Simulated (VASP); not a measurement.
# HfB5 (P4/mmm) in VASP: single point with PBE

Aim: the single point of HfB5 with PBE.

All numbers are computed with VASP 6.6.1; they aren't measurements. Logs are shortened: lines on timing, memory, paths and dates and some standing lists are left out, and cuts for length are marked.

**1. The cell of the first run**

It takes space group P4/mmm (No. 123, tetragonal). Conventional cell: a = 3.484 Å, b = 3.484 Å, c = 4.672 Å, α = 90.00°, β = 90.00°, γ = 90.00°. Within 3.1 Å of Hf (site symmetry 4/mmm) lie 10 B at 2.34 to 2.76 Å. Within 1.9 Å of B (site symmetry m2m) lie 3 B at 1.41 to 1.47 Å. Within 2.0 Å of B (site symmetry 4/mmm) lie 4 B at 1.47 Å.

**2. Single point, PBE**

INCAR reads:

```
ALGO = Normal
EDIFF = 1E-6
ENCUT = 520
GGA = PE
ISIF = 2
ISMEAR = 0
LASPH = T
LCHARG = F
LREAL = F
LWAVE = F
NBANDS = 22
NELM = 60
PREC = Accurate
SIGMA = 0.1
```

KPOINTS reads:

```
k-points
0
Gamma
  6 6 4
```

POSCAR reads:

```
HfB5
1.0
    3.4839309700      0.0000000000      0.0000000000
    0.0000000000      3.4839309700      0.0000000000
    0.0000000000      0.0000000000      4.6721635200
Hf B
1 5
Direct
    0.5000000000      0.5000000000      0.0000000000
    0.2021688500      0.2021688500      0.5000000000
    0.7978311500      0.7978311500      0.5000000000
    0.2021688500      0.7978311500      0.5000000000
    0.7978311500      0.2021688500      0.5000000000
    0.5000000000      0.5000000000      0.5000000000
```

Potentials or basis: VASP PAW PBE potentials, release 64 (Hf_pv, B).

Run with:

```bash
$ cat potpaw_PBE.64/Hf_pv/POTCAR potpaw_PBE.64/B/POTCAR > POTCAR
$ mpirun -np 1 vasp_std > vasp.out
```

OUTCAR:

```text
EDIFF = 1E-6
   ENCUT = 520
   GGA = PE
   ISIF = 2
   ISMEAR = 0
   LASPH = T
   LREAL = F
   NELM = 60
   PREC = Accurate

 ion  position               nearest neighbor table
   1  0.500  0.500  0.000-   6 2.34   6 2.34   4 2.76   5 2.76   2 2.76   2 2.76   3 2.76   4 2.76
                             5 2.76   3 2.76
   2  0.202  0.202  0.500-   4 1.41   5 1.41   6 1.47   3 1.99   5 2.08   4 2.08   1 2.76   1 2.76

   3  0.798  0.798  0.500-   4 1.41   5 1.41   6 1.47   2 1.99   5 2.08   4 2.08   1 2.76   1 2.76

   4  0.202  0.798  0.500-   2 1.41   3 1.41   6 1.47   5 1.99   3 2.08   2 2.08   1 2.76   1 2.76

   5  0.798  0.202  0.500-   2 1.41   3 1.41   6 1.47   4 1.99   3 2.08   2 2.08   1 2.76   1 2.76

   6  0.500  0.500  0.500-   2 1.47   3 1.47   4 1.47   5 1.47   1 2.34   1 2.34

  LATTYP: Found a simple tetragonal cell.
 ALAT       =     3.4839309700
 C/A-ratio  =     1.3410608764

  Lattice vectors:

 A1 = (   3.4839309700,   0.0000000000,   0.0000000000)
 A2 = (   0.0000000000,   3.4839309700,   0.0000000000)
 A3 = (   0.0000000000,   0.0000000000,   4.6721635200)

Analysis of symmetry for initial positions (statically):
=====================================================================
 Subroutine PRICEL returns:
 Original cell was already a primitive cell.

 Routine SETGRP: Setting up the symmetry group for a
 simple tetragonal supercell.

 Subroutine GETGRP returns: Found 16 space group operations
 (whereof 16 operations were pure point group operations)
 out of a pool of 16 trial point group operations.

The static configuration has the point symmetry D_4h.

Analysis of symmetry for dynamics (positions and initial velocities):
=====================================================================
 Subroutine PRICEL returns:
 Original cell was already a primitive cell.

 Routine SETGRP: Setting up the symmetry group for a
 simple tetragonal supercell.

 Subroutine GETGRP returns: Found 16 space group operations
 (whereof 16 operations were pure point group operations)
 out of a pool of 16 trial point group operations.

The dynamic configuration has the point symmetry D_4h.

 Subroutine INISYM returns: Found 16 space group operations
 (whereof 16 operations are pure point group operations),
 and found     1 'primitive' translations

----------------------------------------------------------------------------------------

                                     Primitive cell

  volume of cell :      56.7097

  direct lattice vectors                    reciprocal lattice vectors
     3.483930970  0.000000000  0.000000000     0.287032094  0.000000000  0.000000000
     0.000000000  3.483930970  0.000000000     0.000000000  0.287032094  0.000000000
     0.000000000  0.000000000  4.672163520     0.000000000  0.000000000  0.214033605

  length of vectors
     3.483930970  3.483930970  4.672163520     0.287032094  0.287032094  0.214033605

  position of ions in fractional coordinates (direct lattice)
     0.500000000  0.500000000  0.000000000
     0.202168850  0.202168850  0.500000000
     0.797831150  0.797831150  0.500000000
     0.202168850  0.797831150  0.500000000
     0.797831150  0.202168850  0.500000000
     0.500000000  0.500000000  0.500000000

  ion indices of the primitive-cell ions
   primitive index   ion index
                 1           1
                 2           2
                 3           3
                 4           4
                 5           5
                 6           6

----------------------------------------------------------------------------------------

 KPOINTS: k-points

Automatic generation of k-mesh.
 Grid dimensions read from file:
 generate k-points for:    6    6    4

 Generating k-lattice:

  Cartesian coordinates                     Fractional coordinates (reciprocal lattice)
     0.047838682  0.000000000  0.000000000     0.166666667  0.000000000  0.000000000
     0.000000000  0.047838682  0.000000000     0.000000000  0.166666667  0.000000000
     0.000000000  0.000000000  0.053508401     0.000000000  0.000000000  0.250000000

  Length of vectors
     0.047838682  0.047838682  0.053508401

  Shift w.r.t. Gamma in fractional coordinates (k-lattice)
     0.000000000  0.000000000  0.000000000

 Subroutine IBZKPT returns following result:
 ===========================================

 Found     30 irreducible k-points:

 Following reciprocal coordinates:
            Coordinates               Weight
  0.000000  0.000000  0.000000      1.000000
  0.166667  0.000000  0.000000      4.000000
  0.333333  0.000000  0.000000      4.000000
  0.500000  0.000000  0.000000      2.000000
  0.166667  0.166667  0.000000      4.000000
  0.333333  0.166667  0.000000      8.000000
[... 16 lines left out ...]
  0.333333  0.000000  0.500000      4.000000
  0.500000  0.000000  0.500000      2.000000
 [... further k-points ...]
   k-points           NKPTS =     30   k-points in BZ     NKDIM =     30   number of bands    NBANDS=     22
   number of dos      NEDOS =    301   number of ions     NIONS =      6
   total plane-waves  NPLWV =  28224
   dimension x,y,z NGX =    28 NGY =   28 NGZ =   36
   dimension x,y,z NGXF=    56 NGYF=   56 NGZF=   72
   ions per type =               1   5
   NGX,Y,Z   is equivalent  to a cutoff of  13.36, 13.36, 12.81 a.u.
   NGXF,Y,Z  is equivalent  to a cutoff of  26.72, 26.72, 25.62 a.u.
 SYSTEM =  unknown system
   PREC   = accura    normal or accurate (medium, high low for compatibility)
   ISTART =      0    job   : 0-new  1-cont  2-samecut
   ICHARG =      2    charge: 1-file 2-atom 10-const
   ISPIN  =      1    spin polarized calculation?
   LNONCOLLINEAR =      F non collinear calculations
   LSORBIT =      F    spin-orbit coupling
   LASPH  =      T    aspherical Exc in radial PAW
   ENCUT  =  520.0 eV  38.22 Ry    6.18 a.u.   6.48  6.48  8.69*2*pi/ulx,y,z
   NELM   =     60;   NELMIN=  2; NELMDL= -5     # of ELM steps
   EDIFF  = 0.1E-05   stopping-criterion for ELM
   LREAL  =      F    real-space projection
[... 7 lines left out ...]
   TEBEG  =    0.0;   TEEND  =   0.0 temperature during run
   PSTRESS=    0.0 pullay stress
   NELECT =      25.0000    total number of electrons
   NUPDOWN=      -1.0000    fix difference up-down
   EMIN   =  10.00;   EMAX   =-10.00  energy-range for DOS
   EFERMI =   0.00;   METHOD = LEGACY
   ISMEAR =     0;   SIGMA  =   0.10  broadening in eV -4-tet -1-fermi 0-gaus
   EFERMI_NEDOS =   21; number of points for ismear=-14 and -15
   IALGO  =     38    algorithm
   IMIX   =      4    mixing-type and parameters
     AMIX     =   0.40;   BMIX     =  1.00
     AMIX_MAG =   1.60;   BMIX_MAG =  1.00
  volume/ion in A,a.u.               =       9.45        63.78
  Fermi-wavevector in a.u.,A,eV,Ry     =   1.245955  2.354514 21.121747  1.552405
  Thomas-Fermi vector in A             =   2.380154
   LORBIT       =      0    0 simple, 1 ext, 2 COOP (PROOUT), +10 PAW based schemes
   GGA     = PE    functional components
   LHFCALC =     F    Hartree Fock is set to
   AEXX    =    0.0000 exact exchange contribution
   IVDW    =     0    specifies the selected vdW correction
   LEPSILON=     F    determine dielectric tensor
   LRPA    =     F    only Hartree local field effects (RPA)
 non-spin polarized calculation
 Gauss-broadening in eV      SIGMA  =   0.10
  energy-cutoff  :      520.00
  volume of cell :       56.71
 maximum number of plane-waves:      1554
 NGX is ok and might be reduce to    28
   NGX = 13   NGY = 13   NGZ = 17

 number of electron      25.0000000 magnetization

 Free energy of the ion-electron system (eV)
  ---------------------------------------------------
  ext. energy  EPLUGINS =         0.00000000
  ---------------------------------------------------
  free energy    TOTEN  =       -31.35070309 eV

  energy without entropy =      -31.33267584  energy(sigma->0) =      -31.34168947

 E-fermi :   5.6545     XC(G=0): -11.3533

 val. band max:        5.6422483651   @ k =   0.3333   0.1667   0.5000
 cond. band min:       5.6751074733   @ k =   0.3333   0.1667   0.2500
 fundamental gap:      0.0328591082
 Fermi energy:         5.6545360125

 k-point     1 :       0.0000    0.0000    0.0000
  band No.  band energies     occupation
      1     -25.7072      2.00000
      2     -25.6575      2.00000
      3     -25.6575      2.00000
      4      -9.6629      2.00000
      5      -4.5981      2.00000
      6      -1.1993      2.00000
[... 14 lines left out ...]
     21      14.4504      0.00000
     22      14.7791      0.00000

 k-point     2 :       0.1667    0.0000    0.0000
  band No.  band energies     occupation
      1     -25.7028      2.00000
      2     -25.6967      2.00000
      3     -25.6543      2.00000
      4      -9.4275      2.00000
      5      -4.9882      2.00000
      6      -2.2482      2.00000
[... 14 lines left out ...]
     21      14.5737      0.00000
     22      14.6159      0.00000

 k-point     3 :       0.3333    0.0000    0.0000
  band No.  band energies     occupation
      1     -25.7743      2.00000
      2     -25.6940      2.00000
      3     -25.6480      2.00000
      4      -8.7377      2.00000
      5      -6.2294      2.00000
      6      -2.4930      2.00000
[... 14 lines left out ...]
     21      12.6524      0.00000
     22      15.0899      0.00000

 k-point     4 :       0.5000    0.0000    0.0000
  band No.  band energies     occupation
      1     -25.8126      2.00000
      2     -25.6896      2.00000
      3     -25.6449      2.00000
      4      -7.7553      2.00000
      5      -7.5013      2.00000
      6      -2.3707      2.00000
[... 14 lines left out ...]
     21      12.8126      0.00000
     22      15.3717      0.00000

 k-point     5 :       0.1667    0.1667    0.0000
  band No.  band energies     occupation
      1     -25.6985      2.00000
      2     -25.6942      2.00000
      3     -25.6924      2.00000
      4      -9.1943      2.00000
      5      -5.1132      2.00000
      6      -3.0620      2.00000
[... 14 lines left out ...]
     21      14.3009      0.00000
     22      15.0153      0.00000

 k-point     6 :       0.3333    0.1667    0.0000
  band No.  band energies     occupation
      1     -25.7704      2.00000
      2     -25.6899      2.00000
      3     -25.6865      2.00000
      4      -8.5117      2.00000
      5      -6.0598      2.00000
      6      -3.3268      2.00000
[... 14 lines left out ...]
     21      12.7835      0.00000
     22      14.1655      0.00000

 k-point     7 :       0.5000    0.1667    0.0000
  band No.  band energies     occupation
      1     -25.8084      2.00000
      2     -25.6855      2.00000
      3     -25.6831      2.00000
      4      -7.5651      2.00000
      5      -7.2590      2.00000
      6      -3.0103      2.00000
[... 324 lines left out ...]
      6      -5.0456      2.00000
[... 14 lines left out ...]
     21      13.1720      0.00000
     22      13.1720      0.00000

 k-point    21 :       0.0000    0.0000    0.5000
  band No.  band energies     occupation
      1     -25.7177      2.00000
      2     -25.6566      2.00000
      3     -25.6566      2.00000
      4      -9.2603      2.00000
      5      -4.2979      2.00000
      6      -2.9796      2.00000
[... 14 lines left out ...]
     21      13.7534      0.00000
     22      15.3788      0.00000

 k-point    22 :       0.1667    0.0000    0.5000
  band No.  band energies     occupation
      1     -25.7130      2.00000
      2     -25.6957      2.00000
      3     -25.6535      2.00000
      4      -9.0578      2.00000
      5      -4.6973      2.00000
      6      -2.6279      2.00000
[... 14 lines left out ...]
     21      14.0328      0.00000
     22      15.8524      0.00000

 k-point    23 :       0.3333    0.0000    0.5000
  band No.  band energies     occupation
      1     -25.7729      2.00000
      2     -25.7034      2.00000
      3     -25.6471      2.00000
      4      -8.4675      2.00000
      5      -5.9331      2.00000
      6      -2.5758      2.00000
[... 14 lines left out ...]
     21      14.2808      0.00000
     22      14.4389      0.00000

 k-point    24 :       0.5000    0.0000    0.5000
  band No.  band energies     occupation
      1     -25.8110      2.00000
      2     -25.6986      2.00000
      3     -25.6440      2.00000
      4      -7.8056      2.00000
      5      -6.9162      2.00000
      6      -2.4928      2.00000
[... 14 lines left out ...]
     21      13.9702      0.00000
     22      14.8593      0.00000

 [... further k-points ...]

------------------------ aborting loop because EDIFF is reached ----------------------------------------

  FORCE on cell =-STRESS in cart. coord.  units (eV):
  Direction    XX          YY          ZZ          XY          YZ          ZX
  --------------------------------------------------------------------------------------
  -------------------------------------------------------------------------------------
  Total       44.1992393     44.1992393     -3.9272755      0.0000000     -0.0000000      0.0000000
  in kB     1248.7291806   1248.7291806   -110.9544791      0.0000000     -0.0000000      0.0000000
  external PRESSURE =     795.5012940 kB  Pullay stress =       0.0000000 kB

 VOLUME and BASIS-vectors are now :
 -----------------------------------------------------------------------------
  energy-cutoff  :      520.00
  volume of cell :       56.71
      direct lattice vectors                 reciprocal lattice vectors
     3.483930970  0.000000000  0.000000000     0.287032094  0.000000000  0.000000000
     0.000000000  3.483930970  0.000000000     0.000000000  0.287032094  0.000000000
     0.000000000  0.000000000  4.672163520     0.000000000  0.000000000  0.214033605

 POSITION                                       TOTAL-FORCE (eV/Angst)
 -----------------------------------------------------------------------------------
      1.74197      1.74197      0.00000         0.000000      0.000000      0.000000
      0.70434      0.70434      2.33608         5.948426      5.948426      0.000000
      2.77959      2.77959      2.33608        -5.948426     -5.948426      0.000000
      0.70434      2.77959      2.33608         5.948426     -5.948426     -0.000000
      2.77959      0.70434      2.33608        -5.948426      5.948426      0.000000
      1.74197      1.74197      2.33608         0.000000      0.000000      0.000000
 -----------------------------------------------------------------------------------
    total drift:                               -0.000000      0.000000     -0.000000

  FREE ENERGIE OF THE ION-ELECTRON SYSTEM (eV)
  ---------------------------------------------------
  free  energy   TOTEN  =       -31.3507030947 eV

  energy  without entropy=      -31.3326758353  energy(sigma->0) =      -31.34168947
```

Run time: 37 s. Hardware: 1 thread of AMD EPYC 7R13 (Zen 3), shared host; peak memory 0.16 GiB.

Results:

```
Free energy   : -31.3507 eV
Pressure      : 79.6 GPa
Largest force : 8.412 eV/Å
```

Forces on the atoms (eV/Å):
```
Hf   0.000  0.000  0.000
B    5.948  5.948  0.000
B   -5.948 -5.948  0.000
B    5.948 -5.948  0.000
B   -5.948  5.948  0.000
B    0.000  0.000  0.000
```

Caveat: spin-orbit coupling is left out, which moves the levels of the heavy elements; forces of over 1 eV/Å act on the atoms, so gaps and moduli don't describe the material at rest.
